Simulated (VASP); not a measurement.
# Sn (Im-3m) in VASP: further runs, part 2 of 2

VASP 6.6.1. The steps go on from the part before.

**6. Relaxation of cell and atoms, PBE**

This run uses another cell than the first one, of 28.00 Å³/atom.

INCAR

```
SYSTEM = Sn
ALGO = Normal
EDIFF = 1E-6
EDIFFG = -0.005
ENCUT = 600
GGA = PE
IBRION = 2
ISIF = 3
ISMEAR = -1
LASPH = .True.
LCHARG = .False.
LREAL = .False.
LWAVE = .False.
NELM = 60
NSW = 60
PREC = Accurate
SIGMA = 0.05
```

KPOINTS

```
k-points
0
Gamma
  14 14 14
  0 0 0
```

POSCAR

```
Sn
1.0
   -1.9129311828      1.9129311828      1.9129311828
    1.9129311828     -1.9129311828      1.9129311828
    1.9129311828      1.9129311828     -1.9129311828
Sn
1
Direct
    0.0000000000      0.0000000000      0.0000000000
```

Potentials or basis: VASP PAW PBE potentials, release 64 (Sn_d).

Command:

```console
cat potpaw_PBE.64/Sn_d/POTCAR > POTCAR
mpirun -np 1 vasp_std > vasp.out
```

OUTCAR:

```text
SYSTEM = Sn
   EDIFF = 1E-6
   EDIFFG = -0.005
   ENCUT = 600
   GGA = PE
   IBRION = 2
   ISIF = 3
   ISMEAR = -1
   LASPH = .True.
   LREAL = .False.
   NELM = 60
   NSW = 60
   PREC = Accurate

 ion  position               nearest neighbor table
   1  0.000  0.000  0.000-

  LATTYP: Found a body centered cubic cell.
 ALAT       =     3.8258623656

  Lattice vectors:

 A1 = (  -1.9129311828,   1.9129311828,   1.9129311828)
 A2 = (   1.9129311828,  -1.9129311828,   1.9129311828)
 A3 = (   1.9129311828,   1.9129311828,  -1.9129311828)

Analysis of symmetry for initial positions (statically):
=====================================================================
 Subroutine PRICEL returns:
 Original cell was already a primitive cell.

 Routine SETGRP: Setting up the symmetry group for a
 body centered cubic supercell.
[... 256 lines left out ...]
      3     -13.6576      2.00000
      4     -13.5257      2.00000
      5     -13.5257      2.00000
      6      -3.0727      2.00000
      7      15.7231      0.00000
      8      15.7231      0.00000
      9      15.7231      0.00000
     10      19.9830      0.00000
     11      19.9830      0.00000
[... 309 lines left out ...]
 k-point    24 :       0.3571    0.2857   -0.0000
  band No.  band energies     occupation
      1     -13.6690      2.00000
      2     -13.5831      2.00000
      3     -13.5608      2.00000
      4     -13.5223      2.00000
      5     -13.4998      2.00000
      6       2.3911      2.00000
      7       4.9862      2.00000
      8       6.2036      2.00000
      9      11.9342      0.00000
     10      18.5834      0.00000
     11      19.9788      0.00000

 [... further k-points ...]

------------------------ aborting loop because EDIFF is reached ----------------------------------------

  FORCE on cell =-STRESS in cart. coord.  units (eV):
  Direction    XX          YY          ZZ          XY          YZ          ZX
  --------------------------------------------------------------------------------------
  -------------------------------------------------------------------------------------
  Total       -0.0012607     -0.0012607     -0.0012607      0.0000000     -0.0000000      0.0000000
  in kB       -0.0731475     -0.0731475     -0.0731475      0.0000000     -0.0000000      0.0000000
  external PRESSURE =      -0.0731475 kB  Pullay stress =       0.0000000 kB
[... 16 lines left out ...]
  FREE ENERGIE OF THE ION-ELECTRON SYSTEM (eV)
  ---------------------------------------------------
  free  energy   TOTEN  =        -3.7822931490 eV

  energy  without entropy=       -3.7793864221  energy(sigma->0) =       -3.78083979

 reached required accuracy - stopping structural energy minimisation
```

OSZICAR:

```text
N       E                     dE             d eps       ncg     rms          rms(c)
DAV:   1     0.786139491522E+02    0.78614E+02   -0.81690E+03  2308   0.204E+03
DAV:   2     0.114205462052E+01   -0.77472E+02   -0.75724E+02  2336   0.368E+02
DAV:   3    -0.368520448080E+01   -0.48273E+01   -0.48026E+01  2692   0.796E+01
[... 18 lines left out ...]
DAV:   1    -0.378258380911E+01   -0.30102E-03   -0.58346E-03  2651   0.162E+00    0.922E-02
DAV:   2    -0.378235086390E+01    0.23295E-03   -0.34992E-04  2606   0.407E-01    0.404E-02
DAV:   3    -0.378229810584E+01    0.52758E-04   -0.14524E-04  3282   0.242E-01    0.486E-03
DAV:   4    -0.378229382197E+01    0.42839E-05   -0.36109E-06  2498   0.290E-02    0.134E-03
DAV:   5    -0.378229314899E+01    0.67298E-06   -0.12428E-07  1216   0.413E-03
   3 F= -.37822931E+01 E0= -.37808398E+01  d E =-.778323E-03
```

Run time: 82 s. Hardware: 1 thread of Intel Xeon 8259CL, shared host; peak memory 0.19 GiB.

What came out:

- Free energy: -3.7823 eV
- Relaxed volume: 27.61 Å³/atom
- Relaxed cell: a = 3.298 Å, b = 3.298 Å, c = 3.298 Å, α = 109.47°, β = 109.47°, γ = 109.47°
- Space group after relaxing (to 0.1 Å): Im-3m (No. 229)
- Energy gained by relaxing: 0.8 meV/atom
- Ionic steps: 3
- Pressure after relaxing: 0.0 GPa
- Band gap on the k mesh: zero (bands 7 and 8 overlap by 10.19 eV)

The path:
```csv
step,energy change (eV),largest force (eV/Å),pressure (GPa),volume (Å³)
1,0.0000,0.0000,-0.60,28.00
2,-0.0008,0.0000,0.07,27.57
3,-0.0008,0.0000,-0.01,27.61
```

Final structure:
```
CELL_PARAMETERS angstrom
-1.90407 1.90407 1.90407
1.90407 -1.90407 1.90407
1.90407 1.90407 -1.90407
ATOMIC_POSITIONS crystal
Sn 0.00000 0.00000 0.00000
```

Levels at points of the mesh, in eV from the Fermi level:
```csv
k point,band 4,band 5,band 6,band 7,band 8,band 9,band 10,band 11
"(0.00, 0.00, 0.00)",-21.41,-21.41,-10.96,7.84,7.84,7.84,12.10,12.10
"(0.50, 0.00, 0.00)",-21.42,-21.33,-6.38,-4.33,3.57,5.40,7.88,8.21
"(0.50, 0.50, 0.50)",-21.35,-21.35,-2.55,-0.45,-0.45,-0.45,3.85,3.85
```

Caveat: spin-orbit coupling is left out, which moves the levels of the heavy elements.

**7. The runs side by side**

```csv
task,cell,cutoff (eV),gap on the mesh (eV),pressure (GPa)
single point,"a = 3.268 Å, angles 109.5°, 1 atom",520,none,1.4
single point,"a = 3.298 Å, angles 109.5°, 1 atom",520,none,0.0
relaxation of cell and atoms,"relaxed to 1.4 GPa from a = 3.268 Å, angles 109.5°, 1 atom",600,none,1.4
relaxation of cell and atoms,"relaxed from a = 3.313 Å, angles 109.5°, 1 atom",600,none,0.0
```

Alike in all rows: level PBE; potentials or basis VASP PAW PBE potentials, release 64 (Sn_d); no spin polarisation; k mesh 14 × 14 × 14; smearing fermi-dirac 0.05 eV.

Caveats: spin-orbit coupling is left out, which moves the levels of the heavy elements; the cell is relaxed towards a set pressure, so the run minimises the enthalpy, not the energy (at least some runs).

Total energies depend on the potentials used, so only differences within one code and one set of settings carry meaning.
